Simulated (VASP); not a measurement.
Input of a VASP 6.6.1 run:

The input INCAR:

```
SYSTEM = Fe
PREC = Accurate
ENCUT = 520
EDIFF = 1E-6
ISMEAR = 0
SIGMA = 0.15
LREAL = .False.
LASPH = .True.
NELM = 150
ALGO = Normal
ISIF = 2
LWAVE = .False.
LCHARG = .False.
ISPIN = 2
MAGMOM = 2.44
LORBIT = 11
LMAXMIX = 4
GGA = PE
NBANDS = 14
```

The input KPOINTS:

```
regular mesh
0
Gamma
  10 10 10
  0 0 0
```

The input POSCAR:

```
Fe
1.0
   -1.3638161386      1.4157750842      1.3496583878
    1.3638161386     -1.4157750842      1.3496583878
    1.3638161386      1.4157750842     -1.3496583878
Fe
1
Direct
    0.0000000000      0.0000000000      0.0000000000
```

Potentials or basis: VASP PAW PBE potentials, release 64 (Fe).

Run with:

```sh
$ cat potpaw_PBE.64/Fe/POTCAR > POTCAR
$ mpirun -np 1 vasp_std > vasp.out
```

Problem. What does it give for the site moments?

Solution. Fe +2.05 μB.

Problem. Estimate the pressure.

Solution. 20.7 GPa.

Problem. Estimate the net moment.

Solution. 2.07 μB per cell.

Stress tensor (GPa, compression positive):
```
21.94  0.00  0.00
 0.00 15.74  0.00
 0.00  0.00 24.40
```

Caveat: the cell differs from its parent crystal (normal strain along x -0.0367, normal strain along z -0.0467).
